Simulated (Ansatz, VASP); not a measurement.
BaTiO3: VASP beside Ansatz

```xyz
5
Lattice="3.9973 0.0000 0.0000 0.0000 2.8465 2.8553 0.0000 -2.8465 2.8553" Properties=species:S:1:pos:R:3 pbc="T T T"
Ba    0.0000    0.0000    0.0000
Ti    1.9987    0.0000    2.9004
O     0.0000    0.0000    2.8101
O     1.9987   -1.3982    4.2721
O     1.9987    1.3982    4.2721
```

Change from the starting cell: volume scaled by 1.01, crystal datasets.

Alike in both runs: task electric field gradients; functional PBE; k mesh 8 × 8 × 8; occupations fermi-dirac, width 0.05 eV; no spin polarisation.

|  | VASP | Ansatz |
| --- | --- | --- |
| version | VASP 6.6.1 | Ansatz 0.2.0 |
| potentials or method | VASP PAW PBE potentials, release 64 (Ba_sv, Ti_sv, O), cutoff 520 eV | all-electron PAW with datasets made for the crystal, scalar-relativistic |

|  | VASP | Ansatz | Ansatz less VASP |
| --- | --- | --- | --- |
| pressure (GPa) | 2.0 | 0.3 | -1.69 |
| traceless stress, the component that is largest in VASP (GPa) | -0.69 | -0.67 | +0.017 |
| rms of the force components (eV/Å) | 0.098 | 0.103 | +0.0057 |
| size of Vzz on the site where it differs most (V/Å²) | 5.8 | 6.0 | +0.21 |

Atom by atom the forces differ by 0.009 eV/Å (rms over components). Ansatz ran all-electron here, and VASP with PAW potentials.

Neither program's run includes spin-orbit coupling.
